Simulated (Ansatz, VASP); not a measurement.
**Eu in VASP and in Ansatz**

```xyz
1
Lattice="-2.2275 2.2275 2.2275 2.2275 -2.2275 2.2275 2.2275 2.2275 -2.2275" Properties=species:S:1:pos:R:3 pbc="T T T"
Eu    0.0000    0.0000    0.0000
```

Alike in both runs: task single point; functional r2SCAN; k mesh 8 × 8 × 8; occupations fermi-dirac, width 0.05 eV; collinear spin.

```csv
,VASP,Ansatz
version,VASP 6.6.1,Ansatz 0.2.0
potentials or method,"VASP PAW PBE potentials, release 64 (Eu), cutoff 520 eV","plane waves (500 eV) with PAW, scalar-relativistic"
valence electrons in the cell,17,17
```

```csv
,VASP,Ansatz,Ansatz less VASP
pressure (GPa),-0.4,-0.1,+0.35
net moment per atom (μB),7.79,7.81,+0.019
size of the moment on the site where the two differ most (μB),6.71,7.29,+0.575
```

VASP's potentials were made for PBE, not for r2SCAN. Site moments also hang on the region over which each program counts them. Ansatz's warnings: stability check not made.

Neither program's run includes spin-orbit coupling.
